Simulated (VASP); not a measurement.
## Ta16H (a cell with a defect): single point with PBE

The system is Ta16H (a cell with a defect).

```
Ta H
1.0
     6.63812    0.00000    0.00000
     0.00000    6.63812    0.00000
     0.00000    0.00000    6.63812
Ta H
16 1
Cartesian
  -0.0544 -0.0344 0.0118
  3.3703 -0.0343 0.0118
  -0.0058 3.3302 0.0116
  0.0057 0.0034 3.3306
  1.6579 1.6937 1.7237
  3.3217 3.3302 0.0116
  3.3102 0.0034 3.3306
  4.9771 1.6562 1.6639
  -0.0067 3.3249 3.3307
  1.6580 4.9669 1.6759
  1.6580 1.6935 4.9378
  3.3227 3.3249 3.3307
  4.9770 4.9728 1.6763
  4.9771 1.6561 4.9976
  1.6580 4.9670 4.9856
  4.9771 4.9728 4.9850
  1.6579 0.8283 0.0119
```

```json
{
 "Program": "VASP 6.6.1",
 "Task": "single point",
 "Functional": "PBE",
 "Potentials or basis": "VASP PAW PBE potentials, release 64 (Ta_pv, H)",
 "Cutoff": "520 eV",
 "k mesh": "4 × 4 × 4, shifted",
 "Occupations": "gaussian, width 0.1 eV",
 "Spin": "no spin polarisation"
}
```

```json
{
  "Pressure": "2.2 GPa",
  "Largest force": "0.012 eV/Å"
}
```

Forces in eV/Å, atoms in the order of the input:
```
Ta  -0.009 -0.007 -0.001
Ta   0.009 -0.008 -0.001
Ta  -0.004  0.001  0.000
Ta   0.001 -0.011  0.002
Ta   0.001  0.005  0.010
Ta   0.004  0.000  0.000
Ta  -0.001 -0.011  0.001
Ta  -0.001  0.010 -0.001
Ta   0.001 -0.002  0.001
Ta   0.001  0.003 -0.002
Ta   0.000  0.007 -0.008
Ta  -0.001 -0.002  0.001
Ta   0.000 -0.002 -0.001
Ta   0.000  0.010 -0.002
Ta   0.000  0.003  0.000
Ta   0.000 -0.001  0.001
H    0.000  0.003 -0.001
```

Stress tensor (GPa, compression positive):
```
2.20 0.00 0.00
0.00 2.36 0.00
0.00 0.00 2.19
```

Levels at points of the mesh, in eV from the Fermi level:
```tsv
k point	band 86	band 87	band 88	band 89	band 90	band 91	band 92	band 93
(0.12, 0.12, 0.12)	0.60	0.67	0.91	0.94	0.96	0.96	0.99	1.06
```

Run time: 33 min on 1 thread of Intel(R) Xeon(R) Platinum 8259CL CPU @ 2.50GHz (Skylake/Cascade Lake), on a shared host, peak memory 0.72 GiB.

Caveat: spin-orbit coupling is left out, which moves the levels of the heavy elements.
